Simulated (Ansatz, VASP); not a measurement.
# BW3 in VASP and in Ansatz

```
CELL_PARAMETERS angstrom
3.82520 0.00000 0.00000
0.00000 3.82520 0.00000
0.00000 0.00000 3.82520
ATOMIC_POSITIONS crystal
B 0.00000 0.00000 0.00000
W 0.00000 0.50000 0.50000
W 0.50000 0.00000 0.50000
W 0.50000 0.50000 0.00000
```

Alike in both runs: functional PBE; k mesh 4 × 4 × 4; occupations gaussian, width 0.1 eV; no spin polarisation.

Ansatz relaxed the structure, and its values are those at the end. VASP's run is a single point on that final structure, the one shown.

```csv
,VASP,Ansatz
version,VASP 6.6.1,Ansatz 0.2.0
potentials or method,"VASP PAW PBE potentials, release 64 (B, W_sv), cutoff 520 eV","scalar-relativistic, plane waves, PAW"
valence electrons in the cell,45,45
```

Ansatz gave:

```
gap on the k mesh at the Fermi level (eV) : none
pressure (GPa)                            : -0.1
```

Question: What did VASP give for the same quantities?

Answer: gap on the k mesh at the Fermi level (eV): none; pressure (GPa): 0.5.

A gap of «none» marks a metal or a gap that the smearing closes. With one functional, cell and mesh, what is left measures potentials, basis and numerics.

The k mesh is coarse, so the values compare programs but aren't converged. Neither program's run includes spin-orbit coupling.
